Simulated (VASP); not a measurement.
ZnS:

```
Zn S
1.0
     3.84802    0.00000    0.00000
    -1.92401    3.33248    0.00000
     0.00000    0.00000   12.60292
Zn S
4 4
Direct
  0.66667 0.33333 0.75000
  0.33333 0.66667 0.25000
  0.00000 0.00000 0.50000
  0.00000 0.00000 0.00000
  0.66667 0.33333 0.93750
  0.33333 0.66667 0.43750
  0.00000 0.00000 0.68750
  0.00000 0.00000 0.18750
```

Base run:

```yaml
Program: VASP 6.6.1
Functional: PBE
Potentials_or_basis: VASP PAW PBE potentials, release 64 (Zn, S)
Cutoff: 520 eV
k_mesh: 8 × 8 × 3
Occupations: fermi-dirac, width 0.05 eV
Spin: no spin polarisation
```

Its results: band gap on the k mesh 2.04 eV; pressure 0.0 GPa; largest force 0.039 eV/Å.

Task: After a change of settings the same cell gave: band gap on the k mesh 2.04 eV; pressure -2.5 GPa; largest force 0.040 eV/Å. Which change was it?
A. functional from PBE to revPBE; dispersion from none to D3(BJ)
B. dispersion from none to D4
C. functional from PBE to RPBE
D. functional from PBE to PBEsol

Result: B.

Dispersion adds attraction, which lowers the pressure at fixed volume and, as a term added to the energy, leaves the levels alone.

Caveats: an odd mesh through Γ misses points on the zone boundary, where band edges can lie.
